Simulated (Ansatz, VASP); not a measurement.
**LiCl: VASP beside Ansatz**

File POSCAR:

```
LiCl
1.0
    3.2711235254      0.0000000000      0.0000000000
    0.0000000000      3.2711235254      0.0000000000
    0.0000000000      0.0000000000      3.3669674447
Li Cl
1 1
Direct
    0.0000000000      0.0000000000      0.0000000000
    0.5000000000      0.5000000000      0.5000000000
```

Contents of INCAR.step1:

```
SYSTEM = LiCl
ALGO = Normal
EDIFF = 1E-5
ENCUT = 520
GGA = PE
ISIF = 2
ISMEAR = 0
LASPH = .True.
LCHARG = .False.
LREAL = .False.
LWAVE = .True.
NBANDS = 12
NELM = 100
PREC = Accurate
SIGMA = 0.01
```

INCAR.step2

```
SYSTEM = LiCl
ALGO = Normal
EDIFF = 1E-6
ENCUT = 520
GGA = PE
HFSCREEN = 0.2079
ISIF = 2
ISMEAR = 0
ISTART = 1
LASPH = .True.
LCHARG = .False.
LHFCALC = .True.
LREAL = .False.
LWAVE = .False.
NBANDS = 12
NELM = 100
PREC = Accurate
PRECFOCK = Normal
SIGMA = 0.01
```

The input KPOINTS:

```
k-points
0
Gamma
  6 6 6
  0 0 0
```

Input for Ansatz:

```yaml
crystal:
  lattice:
    - [3.2711235254, 0.0, 0.0]
    - [0.0, 3.2711235254, 0.0]
    - [0.0, 0.0, 3.3669674447]
  atoms:
    - { symbol: Li, position: [0.0, 0.0, 0.0] }
    - { symbol: Cl, position: [0.5, 0.5, 0.5] }
kpoints:
  mp_grid: { grid: [6, 6, 6] }
  band_path:
    path: [[0.0, 0.0, 0.0], [0.0, 0.5, 0.0], [0.5, 0.5, 0.0], [0.5, 0.5, 0.5]]
    npoints: 1
hamiltonian:
  xc: hse06
scf:
  occupations: { method: fixed }
  n_extra_bands: 4
output:
  forces: true
  stress: true
  eigenvalues: true
  write_density: true
  write_potential: true
  elf: true
  volumetric_format: npy
```

Change from the starting cell: uniaxial_z strain +2.9%.

Alike in both runs: task single point; functional HSE06; k mesh 6 × 6 × 6; no spin polarisation.

|  | VASP | Ansatz |
| --- | --- | --- |
| version | VASP 6.6.1 | Ansatz 0.2.0 |
| potentials or method | VASP PAW PBE potentials, release 64 (Li_sv, Cl) | plane waves, PAW |
| plane-wave cutoff (eV) | 520 | 420 |
| occupations | gaussian, width 0.01 eV | fixed |
| valence electrons in the cell | 10 | 10 |

Ansatz gave:

| Property | Result |
| --- | --- |
| gap on the k mesh at the Fermi level (eV) | 5.47 |

Question: Which values does VASP return?

Answer: gap on the k mesh at the Fermi level (eV): 5.48.

Ansatz's warnings: stress exchange threshold loose, stress scf threshold loose.

Noted on VASP's run: the cutoff is short for stress, so the pressure is rough.
